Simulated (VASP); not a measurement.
# Ir (P6_3/mmc) in VASP: single point with PBEsol

Aim: the single point of Ir with PBEsol.

All numbers are computed with VASP 6.6.1; they aren't measurements. Logs are shortened: lines on timing, memory, paths and dates and some standing lists are left out, and cuts for length are marked.

### Step 1. The cell of the first run

Symmetry: P6_3/mmc, No. 194, hexagonal system. The conventional cell has a = 2.662 Å, b = 2.662 Å, c = 4.321 Å, α = 90.00°, β = 90.00°, γ = 120.00°. Within 3.5 Å of Ir (site symmetry -6m2) lie 12 Ir at 2.65 to 2.66 Å.

This isn't the form of Ir at room conditions, which is fcc.

### Step 2. Single point, PBEsol (13.26 Å³/atom)

Input file INCAR:

```
SYSTEM = Ir
  ALGO = Normal
  EDIFF = 1E-6
  ENCUT = 560
  GGA = PS
  GGA_COMPAT = .FALSE.
  ISIF = 2
  ISMEAR = 0
  LASPH = .TRUE.
  LCHARG = .TRUE.
  LELF = .TRUE.
  LREAL = .FALSE.
  LVHAR = .TRUE.
  LWAVE = .FALSE.
  NBANDS = 24
  NELM = 120
  PREC = Accurate
  SIGMA = 0.1
```

Input file KPOINTS:

```
k-points
0
G
  18 18 10
  0 0 0
```

Input file POSCAR:

```
Ir
1.0
    2.6624594891      0.0000000000      0.0000000000
   -1.3312297445      2.3057575541      0.0000000000
    0.0000000000      0.0000000000      4.3214845860
Ir
2
Direct
    0.6666666667      0.3333333333      0.7500000000
    0.3333333333      0.6666666667      0.2500000000
```

Potentials or basis: VASP PAW PBE potentials, release 64 (Ir_sv_GW).

Command:

```bash
$ cat potpaw_PBE.64/Ir_sv_GW/POTCAR > POTCAR
$ mpirun -np 1 vasp_std > vasp.out
```

OUTCAR:

```text
SYSTEM = Ir
   EDIFF = 1E-6
   ENCUT = 560
   GGA = PS
   ISIF = 2
   ISMEAR = 0
   LASPH = .TRUE.
   LREAL = .FALSE.
   NELM = 120
   PREC = Accurate

 ion  position               nearest neighbor table
   1  0.667  0.333  0.750-   2 2.65   2 2.65   2 2.65   2 2.65   2 2.65   2 2.65
   2  0.333  0.667  0.250-   1 2.65   1 2.65   1 2.65   1 2.65   1 2.65   1 2.65

  LATTYP: Found a hexagonal cell.
 ALAT       =     2.6624594891
 C/A-ratio  =     1.6231174986

  Lattice vectors:

 A1 = (   2.6624594891,   0.0000000000,   0.0000000000)
 A2 = (  -1.3312297445,   2.3057575541,   0.0000000000)
 A3 = (   0.0000000000,   0.0000000000,   4.3214845860)

Analysis of symmetry for initial positions (statically):
=====================================================================
 Subroutine PRICEL returns:
 Original cell was already a primitive cell.

 Routine SETGRP: Setting up the symmetry group for a
 hexagonal supercell.

 Subroutine GETGRP returns: Found 24 space group operations
 (whereof 12 operations were pure point group operations)
 out of a pool of 24 trial point group operations.

The static configuration has the point symmetry D_3d.
 The point group associated with its full space group is D_6h.

Analysis of symmetry for dynamics (positions and initial velocities):
=====================================================================
 Subroutine PRICEL returns:
 Original cell was already a primitive cell.

 Routine SETGRP: Setting up the symmetry group for a
 hexagonal supercell.

 Subroutine GETGRP returns: Found 24 space group operations
 (whereof 12 operations were pure point group operations)
 out of a pool of 24 trial point group operations.

The dynamic configuration has the point symmetry D_3d.
 The point group associated with its full space group is D_6h.

 Subroutine INISYM returns: Found 24 space group operations
 (whereof 12 operations are pure point group operations),
 and found     1 'primitive' translations

----------------------------------------------------------------------------------------

                                     Primitive cell

  volume of cell :      26.5295

  direct lattice vectors                    reciprocal lattice vectors
     2.662459489  0.000000000  0.000000000     0.375592569  0.216848471  0.000000000
    -1.331229745  2.305757554  0.000000000     0.000000000  0.433696942  0.000000000
     0.000000000  0.000000000  4.321484586     0.000000000  0.000000000  0.231401959

  length of vectors
     2.662459489  2.662459489  4.321484586     0.433696942  0.433696942  0.231401959

  position of ions in fractional coordinates (direct lattice)
     0.666666667  0.333333333  0.750000000
     0.333333333  0.666666667  0.250000000

  ion indices of the primitive-cell ions
   primitive index   ion index
                 1           1
                 2           2

----------------------------------------------------------------------------------------

 KPOINTS: k-points

Automatic generation of k-mesh.
 Grid dimensions read from file:
 generate k-points for:   18   18   10

 Generating k-lattice:

  Cartesian coordinates                     Fractional coordinates (reciprocal lattice)
     0.020866254  0.012047137  0.000000000     0.055555556 -0.000000000  0.000000000
     0.000000000  0.024094275  0.000000000     0.000000000  0.055555556  0.000000000
     0.000000000  0.000000000  0.023140196     0.000000000  0.000000000  0.100000000

  Length of vectors
     0.024094275  0.024094275  0.023140196

  Shift w.r.t. Gamma in fractional coordinates (k-lattice)
     0.000000000  0.000000000  0.000000000

 Subroutine IBZKPT returns following result:
 ===========================================

 Found    222 irreducible k-points:

 Following reciprocal coordinates:
            Coordinates               Weight
  0.000000  0.000000  0.000000      1.000000
  0.055556 -0.000000  0.000000      6.000000
  0.111111 -0.000000  0.000000      6.000000
  0.166667 -0.000000  0.000000      6.000000
  0.222222 -0.000000  0.000000      6.000000
  0.277778  0.000000  0.000000      6.000000
[... 16 lines left out ...]
  0.333333  0.111111  0.000000     12.000000
  0.388889  0.111111  0.000000     12.000000
 [... further k-points ...]
   k-points           NKPTS =    222   k-points in BZ     NKDIM =    222   number of bands    NBANDS=     24
   number of dos      NEDOS =    301   number of ions     NIONS =      2
   total plane-waves  NPLWV =  20736
   dimension x,y,z NGX =    24 NGY =   24 NGZ =   36
   dimension x,y,z NGXF=    48 NGYF=   48 NGZF=   72
   ions per type =               2
   NGX,Y,Z   is equivalent  to a cutoff of  14.99, 14.99, 13.85 a.u.
   NGXF,Y,Z  is equivalent  to a cutoff of  29.97, 29.97, 27.70 a.u.
 SYSTEM =  Ir
   PREC   = accura    normal or accurate (medium, high low for compatibility)
   ISTART =      0    job   : 0-new  1-cont  2-samecut
   ICHARG =      2    charge: 1-file 2-atom 10-const
   ISPIN  =      1    spin polarized calculation?
   LNONCOLLINEAR =      F non collinear calculations
   LSORBIT =      F    spin-orbit coupling
   LASPH  =      T    aspherical Exc in radial PAW
   ENCUT  =  560.0 eV  41.16 Ry    6.42 a.u.   5.14  5.14  8.34*2*pi/ulx,y,z
   NELM   =    120;   NELMIN=  2; NELMDL= -5     # of ELM steps
   EDIFF  = 0.1E-05   stopping-criterion for ELM
   LREAL  =      F    real-space projection
   EDIFFG = 0.1E-04   stopping-criterion for IOM
   NSW    =      0    number of steps for IOM
   IBRION =     -1    ionic relax: 0-MD 1-quasi-New 2-CG
   NFREE  =      0    steps in history (QN), initial steepest desc. (CG)
   ISIF   =      2    stress and relaxation
   ISYM   =      2    0-nonsym 1-usesym 2-fastsym
   POTIM  = 0.5000    time-step for ionic-motion
   TEBEG  =    0.0;   TEEND  =   0.0 temperature during run
   PSTRESS=    0.0 pullay stress
   NELECT =      34.0000    total number of electrons
   NUPDOWN=      -1.0000    fix difference up-down
   EMIN   =  10.00;   EMAX   =-10.00  energy-range for DOS
   EFERMI =   0.00;   METHOD = LEGACY
   ISMEAR =     0;   SIGMA  =   0.10  broadening in eV -4-tet -1-fermi 0-gaus
   EFERMI_NEDOS =   21; number of points for ismear=-14 and -15
   IALGO  =     38    algorithm
   IMIX   =      4    mixing-type and parameters
     AMIX     =   0.40;   BMIX     =  1.00
     AMIX_MAG =   1.60;   BMIX_MAG =  1.00
  volume/ion in A,a.u.               =      13.26        89.52
  Fermi-wavevector in a.u.,A,eV,Ry     =   1.778244  3.360393 43.023669  3.162150
  Thomas-Fermi vector in A             =   2.843476
   LORBIT       =      0    0 simple, 1 ext, 2 COOP (PROOUT), +10 PAW based schemes
   GGA     = PS    functional components
   LHFCALC =     F    Hartree Fock is set to
   AEXX    =    0.0000 exact exchange contribution
   IVDW    =     0    specifies the selected vdW correction
   LEPSILON=     F    determine dielectric tensor
   LRPA    =     F    only Hartree local field effects (RPA)
 non-spin polarized calculation
 Gauss-broadening in eV      SIGMA  =   0.10
  energy-cutoff  :      560.00
  volume of cell :       26.53
 maximum number of plane-waves:       814
 NGX is ok and might be reduce to    24
   NGX = 11   NGY = 11   NGZ = 17

 number of electron      34.0000000 magnetization

 Free energy of the ion-electron system (eV)
  ---------------------------------------------------
  ext. energy  EPLUGINS =         0.00000000
  ---------------------------------------------------
  free energy    TOTEN  =       -20.51397261 eV

  energy without entropy =      -20.50499783  energy(sigma->0) =      -20.50948522

 E-fermi :  14.1748     XC(G=0): -15.1244

 val. band max:       14.1661222044   @ k =   0.3333   0.3333   0.1000
 cond. band min:      14.1765113879   @ k =   0.0556  -0.0000   0.4000
 fundamental gap:      0.0103891834
 Fermi energy:        14.1747805829

 k-point     1 :       0.0000    0.0000    0.0000
  band No.  band energies     occupation
      1     -79.1726      2.00000
      2     -79.0817      2.00000
      3     -36.4967      2.00000
      4     -35.6236      2.00000
      5     -35.6236      2.00000
      6     -35.4910      2.00000
[... 16 lines left out ...]
     23      29.6738      0.00000
     24      30.9692      0.00000

 k-point     2 :       0.0556   -0.0000    0.0000
  band No.  band energies     occupation
      1     -79.1705      2.00000
      2     -79.0810      2.00000
      3     -36.4872      2.00000
      4     -35.6469      2.00000
      5     -35.6311      2.00000
      6     -35.5050      2.00000
[... 16 lines left out ...]
     23      29.8514      0.00000
     24      31.1995      0.00000

 k-point     3 :       0.1111   -0.0000    0.0000
  band No.  band energies     occupation
      1     -79.1635      2.00000
      2     -79.0776      2.00000
      3     -36.4589      2.00000
      4     -35.7118      2.00000
      5     -35.6518      2.00000
      6     -35.5718      2.00000
[... 16 lines left out ...]
     23      30.3219      0.00000
     24      31.8400      0.00000

 k-point     4 :       0.1667   -0.0000    0.0000
  band No.  band energies     occupation
      1     -79.1529      2.00000
      2     -79.0728      2.00000
      3     -36.4138      2.00000
      4     -35.8113      2.00000
      5     -35.6829      2.00000
      6     -35.6736      2.00000
[... 16 lines left out ...]
     23      30.6790      0.00000
     24      32.1682      0.00000

 k-point     5 :       0.2222   -0.0000    0.0000
  band No.  band energies     occupation
      1     -79.1397      2.00000
      2     -79.0678      2.00000
      3     -36.3549      2.00000
      4     -35.9340      2.00000
      5     -35.7959      2.00000
      6     -35.7207      2.00000
[... 16 lines left out ...]
     23      30.0204      0.00000
     24      31.3446      0.00000

 k-point     6 :       0.2778    0.0000    0.0000
  band No.  band energies     occupation
      1     -79.1256      2.00000
      2     -79.0629      2.00000
      3     -36.2859      2.00000
      4     -36.0641      2.00000
      5     -35.9238      2.00000
      6     -35.7598      2.00000
[... 16 lines left out ...]
     23      29.0756      0.00000
     24      29.7899      0.00000
[... 379 lines left out ...]
 k-point    21 :       0.2222    0.1111    0.0000
  band No.  band energies     occupation
      1     -79.1206      2.00000
      2     -79.0613      2.00000
      3     -36.2631      2.00000
      4     -36.0610      2.00000
      5     -35.9758      2.00000
      6     -35.7646      2.00000
[... 16 lines left out ...]
     23      28.1399      0.00000
     24      29.4975      0.00000

 k-point    22 :       0.2778    0.1111    0.0000
  band No.  band energies     occupation
      1     -79.1067      2.00000
      2     -79.0573      2.00000
      3     -36.1906      2.00000
      4     -36.1726      2.00000
      5     -36.0608      2.00000
      6     -35.8178      2.00000
[... 16 lines left out ...]
     23      26.7062      0.00000
     24      28.7795      0.00000

 k-point    23 :       0.3333    0.1111    0.0000
  band No.  band energies     occupation
      1     -79.0944      2.00000
      2     -79.0555      2.00000
      3     -36.2642      2.00000
      4     -36.1292      2.00000
      5     -36.1205      2.00000
      6     -35.8607      2.00000
[... 16 lines left out ...]
     23      25.3426      0.00000
     24      28.2527      0.00000

 k-point    24 :       0.3889    0.1111    0.0000
  band No.  band energies     occupation
      1     -79.0852      2.00000
      2     -79.0552      2.00000
      3     -36.3234      2.00000
      4     -36.1736      2.00000
      5     -36.0638      2.00000
      6     -35.8883      2.00000
[... 16 lines left out ...]
     23      25.3050      0.00000
     24      27.9288      0.00000

 [... further k-points ...]

------------------------ aborting loop because EDIFF is reached ----------------------------------------

  FORCE on cell =-STRESS in cart. coord.  units (eV):
  Direction    XX          YY          ZZ          XY          YZ          ZX
  --------------------------------------------------------------------------------------
  -------------------------------------------------------------------------------------
  Total        4.2670520      4.2670520      4.2630547      0.0000000     -0.0000000     -0.0000000
  in kB      257.6967275    257.6967275    257.4553173      0.0000000     -0.0000000     -0.0000000
  external PRESSURE =     257.6162574 kB  Pullay stress =       0.0000000 kB

 VOLUME and BASIS-vectors are now :
 -----------------------------------------------------------------------------
  energy-cutoff  :      560.00
  volume of cell :       26.53
      direct lattice vectors                 reciprocal lattice vectors
     2.662459489  0.000000000  0.000000000     0.375592569  0.216848471  0.000000000
    -1.331229745  2.305757554  0.000000000     0.000000000  0.433696942  0.000000000
     0.000000000  0.000000000  4.321484586     0.000000000  0.000000000  0.231401959

 POSITION                                       TOTAL-FORCE (eV/Angst)
 -----------------------------------------------------------------------------------
      1.33123      0.76859      3.24111        -0.000000      0.000000      0.000000
     -0.00000      1.53717      1.08037         0.000000      0.000000      0.000000
 -----------------------------------------------------------------------------------
    total drift:                               -0.000001      0.000000     -0.000000

  FREE ENERGIE OF THE ION-ELECTRON SYSTEM (eV)
  ---------------------------------------------------
  free  energy   TOTEN  =       -20.5139726144 eV

  energy  without entropy=      -20.5049978253  energy(sigma->0) =      -20.50948522
```

Wall time 2.8 min (1 thread of Intel Xeon Platinum 8259CL at 2.50GHz (Skylake/Cascade Lake), shared host); peak memory 0.26 GiB.

Results:

- Free energy: -20.5140 eV
- Pressure: 25.8 GPa
- Band gap on the k mesh: zero (bands 17 and 18 overlap by 3.75 eV)

Levels at points of the mesh, in eV from the Fermi level:
```
           k point  band 15  band 16  band 17  band 18  band 19  band 20
(0.00, 0.00, 0.00)    -3.55    -2.65    -2.65    -1.05     0.30     0.30
(0.50, 0.00, 0.00)    -3.32     0.83     1.12     1.30     3.23     4.77
(0.00, 0.00, 0.50)    -4.41    -4.41    -0.52    -0.52    -0.52    -0.52
(0.50, 0.00, 0.50)    -1.15    -1.15     1.10     1.10     2.15     2.15
```

Caveat: the cell stands under pressure; the PAW data sets were made with another functional, which shifts forces and pressure a little; spin-orbit coupling is left out, which moves the levels of the heavy elements.
